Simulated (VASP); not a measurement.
Crystal: Os.

```xyz
2
Lattice="2.7877 0.0000 0.0000 -1.3939 2.4142 0.0000 0.0000 0.0000 4.4044" Properties=species:S:1:pos:R:3 pbc="T T T"
Os    1.3939    0.8047    3.3033
Os    0.0000    1.6095    1.1011
```

Base run:

- Program: VASP 6.6.1
- Functional: r2SCAN
- Dispersion: D3(BJ)
- Potentials or basis: VASP PAW PBE potentials, release 64 (Os_sv_GW)
- Cutoff: 620 eV
- k mesh: 11 × 11 × 6
- Occupations: fermi-dirac, width 0.05 eV
- Spin: no spin polarisation

Its results: band gap on the k mesh zero (bands 16 and 17 overlap by 3.72 eV); pressure -24.8 GPa.

Q: The run is repeated on the same cell with these changes: dispersion from D3(BJ) to rVV10. What comes out?

A: Band gap on the k mesh zero (bands 16 and 17 overlap by 3.72 eV); pressure -23.8 GPa.

Caveats: the cell stands under tension; the PAW data sets were made with another functional, which shifts forces and pressure a little; spin-orbit coupling is left out, which moves the levels of the heavy elements.
